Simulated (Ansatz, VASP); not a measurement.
**Two plane-wave programs on Sb**

POSCAR

```
Sb
1.0
    3.3489704281      0.0000000000      0.0000000000
   -1.6744852140      2.9002934672      0.0000000000
    0.0000000000      0.0000000000      3.1291942438
Sb
1
Direct
    0.0000000000      0.0000000000      0.0000000000
```

The input INCAR.step1:

```
ALGO = Normal ; EDIFF = 1E-4
ENCUT = 520 ; GGA = PE
ISMEAR = 0 ; LASPH = T
LCHARG = F ; LREAL = F
LWAVE = T ; NBANDS = 8
NELM = 60 ; PREC = Accurate
SIGMA = 0.1
```

Contents of INCAR.step2:

```
ALGO = Normal ; EDIFF = 1E-7
ENCUT = 520 ; ISIF = 2
ISMEAR = 0 ; ISTART = 1
LASPH = T ; LCHARG = F
LMIXTAU = T ; LREAL = F
LWAVE = F ; METAGGA = R2SCAN
NBANDS = 8 ; NELM = 60
PREC = Accurate ; SIGMA = 0.1
```

The input KPOINTS:

```
k-points
0
Gamma
  6 6 6
```

Input for Ansatz:

```yaml
crystal:
  lattice:
    - [3.3489704281, 0.0, 0.0]
    - [-1.674485214, 2.9002934672, 0.0]
    - [0.0, 0.0, 3.1291942438]
  atoms:
    - { symbol: Sb, position: [0.0, 0.0, 0.0] }
basis:
  ecutwfc: 500
kpoints:
  mp_grid: { grid: [6, 6, 6] }
hamiltonian:
  xc: r2scan
scf:
  occupations: { method: gaussian, width: 0.1 }
  lower_state_search: "off"
output:
  forces: true
  stress: true
  eigenvalues: true
```

Alike in both runs: task single point; functional r2SCAN; k mesh 6 × 6 × 6; occupations gaussian, width 0.1 eV; no spin polarisation.

|  | VASP | Ansatz |
| --- | --- | --- |
| version | VASP 6.6.1 | Ansatz 0.2.0 |
| potentials or method | VASP PAW PBE potentials, release 64 (Sb), cutoff 520 eV | scalar-relativistic, plane waves, PAW |
| valence electrons in the cell | 5 | 15 |

Ansatz gave:

| Property | Result |
| --- | --- |
| gap on the k mesh at the Fermi level (eV) | none |
| pressure (GPa) | -2.4 |
| traceless stress, the component that is largest in VASP (GPa) | -3.53 |

Question: Estimate VASP's values.

Answer: gap on the k mesh at the Fermi level (eV): none; pressure (GPa): -2.4; traceless stress, the component that is largest in VASP (GPa): -3.52.

VASP's potentials were made for PBE, not for r2SCAN. A gap of «none» marks a metal or a gap that the smearing closes. With one functional, cell and mesh, what is left measures potentials, basis and numerics. VASP's potentials hold 5 valence electrons a cell and Ansatz's 15, so a difference there can come from the potentials and not from the codes.

The k mesh is coarse, so the values compare programs but aren't converged. Spin-orbit coupling is off throughout.
